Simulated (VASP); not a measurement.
# Ge: single point with RPBE

The system is Ge.

```
Ge
1.0
     3.13323    0.00000    0.00000
    -1.56661    2.71345    0.00000
     0.00000    0.00000    4.85450
Ge
2
Direct
  0.33333 0.66667 0.25000
  0.66667 0.33333 0.75000
```

This isn't the form of Ge at room conditions, which is diamond.

```yaml
Program: VASP 6.6.1
Task: single point
Functional: RPBE
Potentials_or_basis: VASP PAW PBE potentials, release 64 (Ge_d)
Cutoff: 520 eV
k_mesh: 19 × 19 × 11
Occupations: fermi-dirac, width 0.1 eV
Spin: no spin polarisation
Dipole_correction: no
Further_INCAR_settings: ALGO = Normal; EDIFF = 1e-06; NBANDS = 21
```

```json
{
 "Pressure": "-2.0 GPa",
 "Band gap on the k mesh": "zero (bands 14 and 15 overlap by 8.42 eV)"
}
```

Stress tensor (GPa, compression positive):
```
-2.85  0.00  0.00
 0.00 -2.85  0.00
 0.00  0.00 -0.30
```

Levels at points of the mesh, in eV from the Fermi level:
| k point | band 12 | band 13 | band 14 | band 15 | band 16 | band 17 |
| --- | --- | --- | --- | --- | --- | --- |
| (0.00, 0.00, 0.00) | -7.10 | -4.85 | 5.59 | 5.59 | 7.53 | 7.53 |

Run time: 64 s on 1 thread of Intel(R) Xeon(R) Platinum 8488C (Sapphire Rapids), with other jobs on the host, peak memory 0.27 GiB.

Caveat: the PAW data sets were made with another functional, which shifts forces and pressure a little.
